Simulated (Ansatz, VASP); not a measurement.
Two plane-wave programs on SnTe

File INCAR:

```
SYSTEM = SnTe
  PREC = Accurate
  ENCUT = 600
  EDIFF = 1E-6
  ISMEAR = 0
  SIGMA = 0.1
  LREAL = .False.
  LASPH = .True.
  NELM = 60
  ALGO = Normal
  ISIF = 3
  LWAVE = .False.
  LCHARG = .False.
  GGA = PE
  IBRION = 2
  NSW = 90
  EDIFFG = -0.04
```

The input KPOINTS:

```
regular mesh
0
Gamma
  4 4 6
  0 0 0
```

POSCAR

```
SnTe
1.0
    5.0973204600      0.0000000000      0.0000000000
    0.0000000000      5.0973204600      0.0000000000
    0.0000000000      0.0000000000      2.6584238400
Sn Te
1 1
Direct
    0.5000000000      0.5000000000      0.5000000000
    0.0000000000      0.0000000000      0.0000000000
```

Input for Ansatz:

```yaml
crystal:
  lattice:
    - [5.09732046, 0.0, 0.0]
    - [0.0, 5.09732046, 0.0]
    - [0.0, 0.0, 2.65842384]
  atoms:
    - { symbol: Sn, position: [0.5, 0.5, 0.5] }
    - { symbol: Te, position: [0.0, 0.0, 0.0] }
basis:
  ecutwfc: 420
kpoints:
  mp_grid: { grid: [4, 4, 6] }
hamiltonian:
  xc: pbe
scf:
  occupations: { method: gaussian, width: 0.1 }
  lower_state_search: "off"
output:
  forces: true
  stress: true
  eigenvalues: true
relax:
  adjacent_minimum: "off"
  f_tol: 0.04
  max_steps: 70
  cell: { stress_tol: 0.4 }
```

Alike in both runs: task relaxation of cell and atoms; functional PBE; k mesh 4 × 4 × 6; occupations gaussian, width 0.1 eV; no spin polarisation.

```csv
,VASP,Ansatz
version,VASP 6.6.1,Ansatz 0.2.0
potentials or method,"VASP PAW PBE potentials, release 64 (Sn_d, Te), cutoff 600 eV","scalar-relativistic, plane waves, PAW"
valence electrons in the cell,20,30
```

```csv
,VASP,Ansatz,Ansatz less VASP
"gap on the k mesh at the Fermi level, each at its own relaxed structure (eV)",none,none,-
relaxed volume (Å³/atom),29.66,29.65,-0.010
relaxed length of the cell vector where the two differ most in proportion (Å),4.136,4.135,-0.0008
```

A gap of «none» marks a metal or a gap that the smearing closes. VASP's potentials hold 20 valence electrons a cell and Ansatz's 30, so a difference there can come from the potentials and not from the codes.

The k mesh is coarse, so the values compare programs but aren't converged. Neither program's run includes spin-orbit coupling.
